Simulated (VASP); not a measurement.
# WC (P-6m2) in VASP: settings compared

The runs below take WC through relaxation of cell and atoms, single point, with PBE+U, PBE, PBE0.

All numbers are computed with VASP 6.6.1; they aren't measurements. Logs are shortened: lines on timing, memory, paths and dates and some standing lists are left out, and cuts for length are marked.

**1. The cell of the first run**

The structure is hexagonal, space group P-6m2 (No. 187). The conventional cell has a = 2.907 Å, b = 2.907 Å, c = 2.837 Å, α = 90.00°, β = 90.00°, γ = 120.00°. Within 3.0 Å of W (site symmetry -6m2) lie 6 C at 2.20 Å and 8 W at 2.84 to 2.91 Å. C (site symmetry -6m2) has 6 W at 2.20 Å and 8 C at 2.84 to 2.91 Å within 3.0 Å.

**2. Relaxation of cell and atoms, PBE+U**

File INCAR:

```
SYSTEM = WC
ALGO = Normal ; EDIFF = 1E-6
EDIFFG = -0.01 ; ENCUT = 600
GGA = PE ; IBRION = 2
ISIF = 3 ; ISMEAR = -1
LASPH = .True. ; LCHARG = .False.
LDAU = .True. ; LDAUJ = 0 0
LDAUL = 2 -1 ; LDAUPRINT = 1
LDAUTYPE = 2 ; LDAUU = 6 0
LMAXMIX = 4 ; LREAL = .False.
LWAVE = .False. ; NELM = 150
NSW = 60 ; PREC = Accurate
SIGMA = 0.05
```

File KPOINTS:

```
k-points
0
Gamma
  10 10 9
  0 0 0
```

File POSCAR:

```
WC
1.0
    2.9065000000      0.0000000000      0.0000000000
   -1.4532500000      2.5171028361      0.0000000000
    0.0000000000      0.0000000000      2.8366000000
W C
1 1
Direct
    0.0000000000      0.0000000000      0.0000000000
    0.6666666667      0.3333333333      0.5000000000
```

Potentials or basis: VASP PAW PBE potentials, release 64 (W_sv, C).

On the command line:

```
$ cat potpaw_PBE.64/W_sv/POTCAR potpaw_PBE.64/C/POTCAR > POTCAR
$ mpirun -np 1 vasp_std > vasp.out
```

OUTCAR:

```text
SYSTEM = WC
   EDIFF = 1E-6
   EDIFFG = -0.01
   ENCUT = 600
   GGA = PE
   IBRION = 2
   ISIF = 3
   ISMEAR = -1
   LASPH = .True.
   LREAL = .False.
   NELM = 150
   NSW = 60
   PREC = Accurate

 ion  position               nearest neighbor table
   1  0.000  0.000  0.000-   2 2.20   2 2.20   2 2.20   2 2.20   2 2.20   2 2.20
   2  0.667  0.333  0.500-   1 2.20   1 2.20   1 2.20   1 2.20   1 2.20   1 2.20

  LATTYP: Found a hexagonal cell.
 ALAT       =     2.9065000000
 C/A-ratio  =     0.9759504559

  Lattice vectors:

 A1 = (   2.9065000000,   0.0000000000,   0.0000000000)
 A2 = (  -1.4532500000,   2.5171028361,   0.0000000000)
 A3 = (   0.0000000000,   0.0000000000,   2.8366000000)

Analysis of symmetry for initial positions (statically):
=====================================================================
 Subroutine PRICEL returns:
 Original cell was already a primitive cell.

 Routine SETGRP: Setting up the symmetry group for a
 hexagonal supercell.

 Subroutine GETGRP returns: Found 12 space group operations
 (whereof 12 operations were pure point group operations)
 out of a pool of 24 trial point group operations.

The static configuration has the point symmetry D_3h.

Analysis of symmetry for dynamics (positions and initial velocities):
=====================================================================
 Subroutine PRICEL returns:
 Original cell was already a primitive cell.

 Routine SETGRP: Setting up the symmetry group for a
 hexagonal supercell.

 Subroutine GETGRP returns: Found 12 space group operations
 (whereof 12 operations were pure point group operations)
 out of a pool of 24 trial point group operations.

The dynamic configuration has the point symmetry D_3h.

 Subroutine INISYM returns: Found 12 space group operations
 (whereof 12 operations are pure point group operations),
 and found     1 'primitive' translations

----------------------------------------------------------------------------------------

                                     Primitive cell

  volume of cell :      20.7525

  direct lattice vectors                    reciprocal lattice vectors
     2.906500000  0.000000000  0.000000000     0.344056425  0.198641070  0.000000000
    -1.453250000  2.517102836  0.000000000     0.000000000  0.397282139  0.000000000
     0.000000000  0.000000000  2.836600000     0.000000000  0.000000000  0.352534725

  length of vectors
     2.906500000  2.906500000  2.836600000     0.397282139  0.397282139  0.352534725

  position of ions in fractional coordinates (direct lattice)
     0.000000000  0.000000000  0.000000000
     0.666666667  0.333333333  0.500000000

  ion indices of the primitive-cell ions
   primitive index   ion index
                 1           1
                 2           2

----------------------------------------------------------------------------------------

 KPOINTS: k-points

Automatic generation of k-mesh.
 Grid dimensions read from file:
 generate k-points for:   10   10    9

 Generating k-lattice:

  Cartesian coordinates                     Fractional coordinates (reciprocal lattice)
     0.034405643  0.019864107  0.000000000     0.100000000  0.000000000  0.000000000
     0.000000000  0.039728214  0.000000000     0.000000000  0.100000000  0.000000000
     0.000000000  0.000000000  0.039170525     0.000000000  0.000000000  0.111111111

  Length of vectors
     0.039728214  0.039728214  0.039170525

  Shift w.r.t. Gamma in fractional coordinates (k-lattice)
     0.000000000  0.000000000  0.000000000

 Subroutine IBZKPT returns following result:
 ===========================================

 Found     70 irreducible k-points:

[... 53 lines left out ...]
   POTIM  = 0.5000    time-step for ionic-motion
   TEBEG  =    0.0;   TEEND  =   0.0 temperature during run
   PSTRESS=    0.0 pullay stress
   NELECT =      18.0000    total number of electrons
   NUPDOWN=      -1.0000    fix difference up-down
   EMIN   =  10.00;   EMAX   =-10.00  energy-range for DOS
   EFERMI =   0.00;   METHOD = LEGACY
   ISMEAR =    -1;   SIGMA  =   0.05  broadening in eV -4-tet -1-fermi 0-gaus
   EFERMI_NEDOS =   21; number of points for ismear=-14 and -15
   IALGO  =     38    algorithm
   IMIX   =      4    mixing-type and parameters
     AMIX     =   0.40;   BMIX     =  1.00
     AMIX_MAG =   1.60;   BMIX_MAG =  1.00
  volume/ion in A,a.u.               =      10.38        70.02
  Fermi-wavevector in a.u.,A,eV,Ry     =   1.561262  2.950358 33.164744  2.437540
  Thomas-Fermi vector in A             =   2.664353
   LORBIT       =      0    0 simple, 1 ext, 2 COOP (PROOUT), +10 PAW based schemes
 LDA+U is selected, type is set to LDAUTYPE =  2
   angular momentum for each species LDAUL =     2   -1
   U (eV)           for each species LDAUU =   6.0  0.0
   J (eV)           for each species LDAUJ =   0.0  0.0
   GGA     = PE    functional components
   LHFCALC =     F    Hartree Fock is set to
   AEXX    =    0.0000 exact exchange contribution
   IVDW    =     0    specifies the selected vdW correction
   LEPSILON=     F    determine dielectric tensor
   LRPA    =     F    only Hartree local field effects (RPA)
 conjugate gradient relaxation of ions
 non-spin polarized calculation
  energy-cutoff  :      600.00
  volume of cell :       20.75
 maximum number of plane-waves:       703
 NGX is ok and might be reduce to    24
   NGX = 11   NGY = 11   NGZ = 11

--------------------------------------- Ionic step        1  -------------------------------------------

 number of electron      18.0000000 magnetization

 Free energy of the ion-electron system (eV)
  ---------------------------------------------------
  ext. energy  EPLUGINS =         0.00000000
  ---------------------------------------------------
  free energy    TOTEN  =       -15.74207664 eV

  energy without entropy =      -15.74047748  energy(sigma->0) =      -15.74127706

------------------------ aborting loop because EDIFF is reached ----------------------------------------

  FORCE on cell =-STRESS in cart. coord.  units (eV):
  Direction    XX          YY          ZZ          XY          YZ          ZX
  --------------------------------------------------------------------------------------
  -------------------------------------------------------------------------------------
  Total        2.5920188      2.5920188      2.8116921      0.0000000     -0.0000000     -0.0000000
  in kB      200.1148653    200.1148653    217.0745755      0.0000000     -0.0000000     -0.0000000
  external PRESSURE =     205.7681020 kB  Pullay stress =       0.0000000 kB
[... 23 lines left out ...]
--------------------------------------- Ionic step        2  -------------------------------------------

 number of electron      18.0000002 magnetization

 E-fermi :   9.1481     XC(G=0): -12.8121

 val. band max:        9.1321714765   @ k =   0.4000   0.2000   0.0000
 cond. band min:       9.2614016547   @ k =   0.0000   0.0000   0.3333
 fundamental gap:      0.1292301782
 Fermi energy:         9.1481372187

 k-point     1 :       0.0000    0.0000    0.0000
  band No.  band energies     occupation
      1     -66.4271      2.00000
      2     -30.3564      2.00000
      3     -30.2763      2.00000
      4     -30.2763      2.00000
      5      -4.2923      2.00000
      6       5.6910      2.00000
      7       6.5119      2.00000
      8       6.5119      2.00000
      9       8.8903      1.98855
     10      11.8807      0.00000
     11      11.8807      0.00000
     12      13.6578      0.00000
     13      13.6578      0.00000
[... 613 lines left out ...]
  FREE ENERGIE OF THE ION-ELECTRON SYSTEM (eV)
  ---------------------------------------------------
  free  energy   TOTEN  =       -15.8089310701 eV

  energy  without entropy=      -15.8074290042  energy(sigma->0) =      -15.80818004

atom =   1  type =  1  l = 2

 onsite density matrix

spin component  1

  0.3260 -0.0000  0.0000 -0.0000 -0.0000
 -0.0000  0.2985 -0.0000  0.0000 -0.0000
  0.0000 -0.0000  0.3511 -0.0000  0.0000
 -0.0000  0.0000 -0.0000  0.2985 -0.0000
 -0.0000 -0.0000  0.0000 -0.0000  0.3260

spin component  2

  0.3260 -0.0000  0.0000 -0.0000 -0.0000
 -0.0000  0.2985 -0.0000  0.0000 -0.0000
  0.0000 -0.0000  0.3511 -0.0000  0.0000
 -0.0000  0.0000 -0.0000  0.2985 -0.0000
 -0.0000 -0.0000  0.0000 -0.0000  0.3260

 occupancies and eigenvectors

  o =  0.2985  v =  0.0000  0.0001  0.0000  1.0000  0.0000  0.0000  0.0000  0.0000  0.0000  0.0000      0.0000  0.0000  0.0000  0.0000  0.0000  0.0000  0.0000  0.0000  0.0000  0.0000
  o =  0.2985  v =  0.0000  0.0000  0.0000  0.0000  0.0000  0.0000  0.0001  0.0000  1.0000  0.0000      0.0000  0.0000  0.0000  0.0000  0.0000  0.0000  0.0000  0.0000  0.0000  0.0000
  o =  0.2985  v =  0.0000  1.0000 -0.0000 -0.0001 -0.0000  0.0000  0.0000  0.0000  0.0000  0.0000      0.0000  0.0000  0.0000  0.0000  0.0000  0.0000  0.0000  0.0000  0.0000  0.0000
  o =  0.2985  v =  0.0000  0.0000  0.0000  0.0000  0.0000  0.0000  1.0000 -0.0000 -0.0001 -0.0000      0.0000  0.0000  0.0000  0.0000  0.0000  0.0000  0.0000  0.0000  0.0000  0.0000
  o =  0.3260  v =  0.0000  0.0000  0.0000  0.0000  0.0000  0.0000  0.0000 -0.0000 -0.0000  1.0000      0.0000  0.0000  0.0000  0.0000  0.0000  0.0000  0.0000  0.0000  0.0000  0.0000
  o =  0.3260  v =  0.0000  0.0000 -0.0000 -0.0000  1.0000  0.0000  0.0000  0.0000  0.0000  0.0000      0.0000  0.0000  0.0000  0.0000  0.0000  0.0000  0.0000  0.0000  0.0000  0.0000
  o =  0.3260  v =  1.0000  0.0000  0.0000  0.0000  0.0000  0.0000  0.0000  0.0000  0.0000  0.0000      0.0000  0.0000  0.0000  0.0000  0.0000  0.0000  0.0000  0.0000  0.0000  0.0000
  o =  0.3260  v =  0.0000  0.0000  0.0000  0.0000  0.0000  1.0000  0.0000  0.0000  0.0000  0.0000      0.0000  0.0000  0.0000  0.0000  0.0000  0.0000  0.0000  0.0000  0.0000  0.0000
  o =  0.3511  v =  0.0000  0.0000  0.0000  0.0000  0.0000  0.0000  0.0000  1.0000 -0.0000  0.0000      0.0000  0.0000  0.0000  0.0000  0.0000  0.0000  0.0000  0.0000  0.0000  0.0000
  o =  0.3511  v =  0.0000  0.0000  1.0000 -0.0000  0.0000  0.0000  0.0000  0.0000  0.0000  0.0000      0.0000  0.0000  0.0000  0.0000  0.0000  0.0000  0.0000  0.0000  0.0000  0.0000

--------------------------------------- Ionic step        9  -------------------------------------------

 number of electron      18.0000000 magnetization

 Free energy of the ion-electron system (eV)
  ---------------------------------------------------
  ext. energy  EPLUGINS =         0.00000000
  ---------------------------------------------------
  free energy    TOTEN  =       -15.80899537 eV

  energy without entropy =      -15.80749015  energy(sigma->0) =      -15.80824276

 E-fermi :  10.8625     XC(G=0): -13.5342

 val. band max:       10.8184059525   @ k =   0.4000   0.2000   0.0000
 cond. band min:      10.9774091316   @ k =   0.0000   0.0000   0.3333
 fundamental gap:      0.1590031791
 Fermi energy:        10.8624588649

 k-point     1 :       0.0000    0.0000    0.0000
  band No.  band energies     occupation
      1     -64.2335      2.00000
      2     -28.1635      2.00000
      3     -28.0830      2.00000
      4     -28.0830      2.00000
      5      -3.5491      2.00000
      6       6.7978      2.00000
      7       7.7555      2.00000
      8       7.7555      2.00000
      9      10.7016      1.92292
     10      14.2110      0.00000
     11      14.2110      0.00000
     12      16.1298      0.00000
     13      16.1298      0.00000
[... 397 lines left out ...]
  FREE ENERGIE OF THE ION-ELECTRON SYSTEM (eV)
  ---------------------------------------------------
  free  energy   TOTEN  =       -15.8089953711 eV

  energy  without entropy=      -15.8074901496  energy(sigma->0) =      -15.80824276

 reached required accuracy - stopping structural energy minimisation
```

It took 40 s on 1 thread of Intel Xeon 6975P-C (Granite Rapids), shared host; peak memory 0.16 GiB.

Results:

| Quantity | Value |
| --- | --- |
| Free energy | -15.8090 eV |
| Relaxed volume | 10.92 Å³/atom |
| Relaxed cell | a = 2.958 Å, b = 2.958 Å, c = 2.882 Å, α = 90.00°, β = 90.00°, γ = 120.00° |
| Space group after relaxing (to 0.1 Å) | P-6m2 (No. 187) |
| Energy gained by relaxing | 33.5 meV/atom |
| Ionic steps | 9 |
| Pressure after relaxing | 0.0 GPa |
| Band gap on the k mesh | zero (bands 9 and 10 overlap by 0.92 eV) |

The path:
```
step  energy change (eV)  largest force (eV/Å)  pressure (GPa)  volume (Å³)
   1              0.0000                0.0000           20.58        20.75
   2              0.3508                0.0000          -37.11        25.02
   3             -0.0664                0.0000           -0.94        21.89
   4             -0.0666                0.0000           -0.01        21.84
   5             -0.0666                0.0000            0.35        21.82
   6             -0.0666                0.0000            0.30        21.83
   7             -0.0669                0.0000            0.32        21.82
   8             -0.0669                0.0000           -0.56        21.88
   9             -0.0669                0.0000            0.01        21.84
```

Final structure:
```yaml
crystal:
  lattice:
    - [2.95848, 0.00000, 0.00000]
    - [-1.47924, 2.56212, 0.00000]
    - [0.00000, 0.00000, 2.88173]
  atoms:
    - { symbol: W, position: [0.00000, 0.00000, 0.00000] }
    - { symbol: C, position: [0.66667, 0.33333, 0.50000] }
```

Levels at points of the mesh, in eV from the Fermi level:
| k point | band 7 | band 8 | band 9 | band 10 | band 11 | band 12 |
| --- | --- | --- | --- | --- | --- | --- |
| (0.00, 0.00, 0.00) | -3.11 | -3.11 | -0.16 | 3.35 | 3.35 | 5.27 |
| (0.50, 0.00, 0.00) | -3.36 | -3.28 | -0.67 | 2.52 | 4.35 | 4.53 |

Eigenvalues of the final occupation matrices:
```csv
site,spin,trace,eigenvalues
site 1 d,1,1.60,0.30 0.30 0.33 0.33 0.35
site 1 d,2,1.60,0.30 0.30 0.33 0.33 0.35
```

Caveat: spin-orbit coupling is left out, which moves the levels of the heavy elements; U without spin polarisation on a metal has little footing; the U is typed as a test and isn't derived for this compound. PBE usually gives volumes a little too large and moduli too small.

**3. Relaxation of cell and atoms, PBE+U**

File INCAR:

```
  PREC = Accurate
  ENCUT = 600
  EDIFF = 1E-6
  ISMEAR = -1
  SIGMA = 0.05
  LREAL = False
  LASPH = True
  NELM = 150
  ALGO = Normal
  ISIF = 3
  LWAVE = False
  LCHARG = False
  LMAXMIX = 4
  LDAU = True
  LDAUTYPE = 2
  LDAUL = 2 -1
  LDAUU = 8 0
  LDAUJ = 0 0
  LDAUPRINT = 1
  GGA = PE
  IBRION = 2
  NSW = 60
  EDIFFG = -0.01
```

File KPOINTS:

```
Automatic mesh
0
Gamma
  10 10 9
```

POSCAR is that of step 2.

Potentials or basis: VASP PAW PBE potentials, release 64 (W_sv, C).

On the command line:

```
$ cat potpaw_PBE.64/W_sv/POTCAR potpaw_PBE.64/C/POTCAR > POTCAR
$ mpirun -np 1 vasp_std > vasp.out
```

OUTCAR:

```text
PREC = Accurate
   ENCUT = 600
   EDIFF = 1E-6
   ISMEAR = -1
   LREAL = False
   LASPH = True
   NELM = 150
   ISIF = 3
   GGA = PE
   IBRION = 2
   NSW = 60
   EDIFFG = -0.01

 ion  position               nearest neighbor table
   1  0.000  0.000  0.000-   2 2.20   2 2.20   2 2.20   2 2.20   2 2.20   2 2.20
   2  0.667  0.333  0.500-   1 2.20   1 2.20   1 2.20   1 2.20   1 2.20   1 2.20

  LATTYP: Found a hexagonal cell.
 ALAT       =     2.9065000000
 C/A-ratio  =     0.9759504559

  Lattice vectors:

 A1 = (   2.9065000000,   0.0000000000,   0.0000000000)
 A2 = (  -1.4532500000,   2.5171028361,   0.0000000000)
 A3 = (   0.0000000000,   0.0000000000,   2.8366000000)

Analysis of symmetry for initial positions (statically):
=====================================================================
 Subroutine PRICEL returns:
[... 886 lines left out ...]
  o =  0.3469  v =  0.0000  0.0000  0.0000  0.0000  0.0000  0.0000  0.0000 -1.0000 -0.0000 -0.0000      0.0000  0.0000  0.0000  0.0000  0.0000  0.0000  0.0000  0.0000  0.0000  0.0000

--------------------------------------- Ionic step        9  -------------------------------------------

 number of electron      18.0000000 magnetization

 Free energy of the ion-electron system (eV)
  ---------------------------------------------------
  ext. energy  EPLUGINS =         0.00000000
  ---------------------------------------------------
  free energy    TOTEN  =       -13.65328453 eV

  energy without entropy =      -13.65207881  energy(sigma->0) =      -13.65268167

 E-fermi :  10.9106     XC(G=0): -13.4699

 val. band max:       10.8675529377   @ k =   0.1000   0.0000   0.4444
 cond. band min:      11.0723751575   @ k =   0.0000   0.0000   0.3333
 fundamental gap:      0.2048222198
 Fermi energy:        10.9106168805

 k-point     1 :       0.0000    0.0000    0.0000
  band No.  band energies     occupation
      1     -64.6336      2.00000
      2     -28.5413      2.00000
      3     -28.4687      2.00000
      4     -28.4687      2.00000
      5      -3.5699      2.00000
      6       6.8505      2.00000
      7       7.8245      2.00000
      8       7.8245      2.00000
      9      10.6243      1.99351
     10      14.3232      0.00000
     11      14.3232      0.00000
     12      16.0494      0.00000
     13      16.0494      0.00000
[... 397 lines left out ...]
  FREE ENERGIE OF THE ION-ELECTRON SYSTEM (eV)
  ---------------------------------------------------
  free  energy   TOTEN  =       -13.6532845290 eV

  energy  without entropy=      -13.6520788120  energy(sigma->0) =      -13.65268167

 reached required accuracy - stopping structural energy minimisation
```

OSZICAR:

```text
N       E                     dE             d eps       ncg     rms          rms(c)
DAV:   1     0.130164942681E+03    0.13016E+03   -0.10618E+04  1820   0.171E+03
[... 76 lines left out ...]
       N       E                     dE             d eps       ncg     rms          rms(c)
DAV:   1    -0.136536935030E+02   -0.48159E-03   -0.10191E-02  1845   0.148E+00    0.251E-01
DAV:   2    -0.136533368009E+02    0.35670E-03   -0.82532E-04  1865   0.369E-01    0.564E-02
DAV:   3    -0.136532872593E+02    0.49542E-04   -0.10794E-04  2010   0.957E-02    0.203E-02
DAV:   4    -0.136532823456E+02    0.49137E-05   -0.26315E-05  2070   0.524E-02    0.194E-02
DAV:   5    -0.136532844416E+02   -0.20959E-05   -0.17014E-06  1421   0.144E-02    0.176E-03
DAV:   6    -0.136532845290E+02   -0.87422E-07   -0.37724E-07   945   0.610E-03
   9 F= -.13653285E+02 E0= -.13652682E+02  d E =-.225780E-04
```

It took 43 s on 1 thread of Intel Xeon 6975P-C (Granite Rapids), shared host; peak memory 0.17 GiB.

Results:

| Item | Value |
| --- | --- |
| Free energy | -13.6533 eV |
| Relaxed volume | 11.06 Å³/atom |
| Relaxed cell | a = 2.972 Å, b = 2.972 Å, c = 2.893 Å, α = 90.00°, β = 90.00°, γ = 120.00° |
| Space group after relaxing (to 0.1 Å) | P-6m2 (No. 187) |
| Energy gained by relaxing | 52.5 meV/atom |
| Ionic steps | 9 |
| Pressure after relaxing | 0.0 GPa |
| Band gap on the k mesh | zero (bands 9 and 10 overlap by 0.83 eV) |

The path:
| step | energy change (eV) | largest force (eV/Å) | pressure (GPa) | volume (Å³) |
| --- | --- | --- | --- | --- |
| 1 | 0.0000 | 0.0000 | 25.84 | 20.75 |
| 2 | 0.5204 | 0.0000 | -42.15 | 26.20 |
| 3 | -0.1039 | 0.0000 | -1.41 | 22.21 |
| 4 | -0.1043 | 0.0000 | -0.07 | 22.12 |
| 5 | -0.1043 | 0.0000 | 0.39 | 22.10 |
| 6 | -0.1044 | 0.0000 | 0.32 | 22.12 |
| 7 | -0.1049 | 0.0000 | 0.35 | 22.11 |
| 8 | -0.1048 | 0.0000 | -0.58 | 22.17 |
| 9 | -0.1049 | 0.0000 | 0.01 | 22.13 |

Final structure:
```cif
data_structure
_symmetry_space_group_name_H-M 'P 1'
_symmetry_Int_Tables_number 1
_cell_length_a 2.9720
_cell_length_b 2.9720
_cell_length_c 2.8929
_cell_angle_alpha 90.000
_cell_angle_beta 90.000
_cell_angle_gamma 120.000
_cell_volume 22.13
loop_
_atom_site_label
_atom_site_type_symbol
_atom_site_fract_x
_atom_site_fract_y
_atom_site_fract_z
_atom_site_occupancy
W1 W 0.00000 0.00000 0.00000 1
C1 C 0.66667 0.33333 0.50000 1
```

Eigenvalues of the final occupation matrices:
```tsv
site	spin	trace	eigenvalues
site 1 d	1	1.56	0.29 0.29 0.32 0.32 0.35
site 1 d	2	1.56	0.29 0.29 0.32 0.32 0.35
```

Caveat: spin-orbit coupling is left out, which moves the levels of the heavy elements; U without spin polarisation on a metal has little footing; the U is typed as a test and isn't derived for this compound. Zero-point motion and thermal expansion aren't in these numbers.

(Part 1 of 2 ends here.)
